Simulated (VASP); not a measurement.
TiAl3 (d3):

```
Ti Al
1.0
     3.95567    0.00000    0.00000
     0.00000    3.95567    0.00000
     0.00000    0.00000    3.95567
Ti Al
1 3
Direct
  0.00000 0.00000 0.00000
  0.50000 0.50000 0.00000
  0.50000 0.00000 0.50000
  0.00000 0.50000 0.50000
```

```yaml
Program: VASP 6.6.1
Task: relaxation of cell and atoms
Functional: PBE
Dispersion: D3(BJ)
Potentials_or_basis: VASP PAW PBE potentials, release 64 (Ti_sv, Al)
Cutoff: 600 eV
k_mesh: 10 × 10 × 10
Occupations: gaussian, width 0.1 eV
Spin: no spin polarisation
```

At the start: pressure -2.7 GPa; volume 15.47 Å³/atom.

Question: How do energy, volume and symmetry change on relaxing?

Answer: Over 3 steps the energy falls by 3.1 meV/atom and the volume is 15.11 Å³/atom (-2.4 %); space group Pm-3m (No. 221, to 0.05 Å).

Step by step:
```csv
step,energy change (eV),largest force (eV/Å),pressure (GPa),volume (Å³)
1,0.0000,0.0000,-2.73,61.90
2,-0.0080,0.0000,1.70,59.56
3,-0.0125,0.0000,0.01,60.43
```

Final structure:
```
Ti Al
1.0
     3.92416    0.00000    0.00000
     0.00000    3.92416    0.00000
     0.00000    0.00000    3.92416
Ti Al
1 3
Direct
  0.00000 0.00000 0.00000
  0.50000 0.50000 0.00000
  0.50000 0.00000 0.50000
  0.00000 0.50000 0.50000
```

Caveat: pairwise dispersion overbinds metals, which lowers pressure and volume.
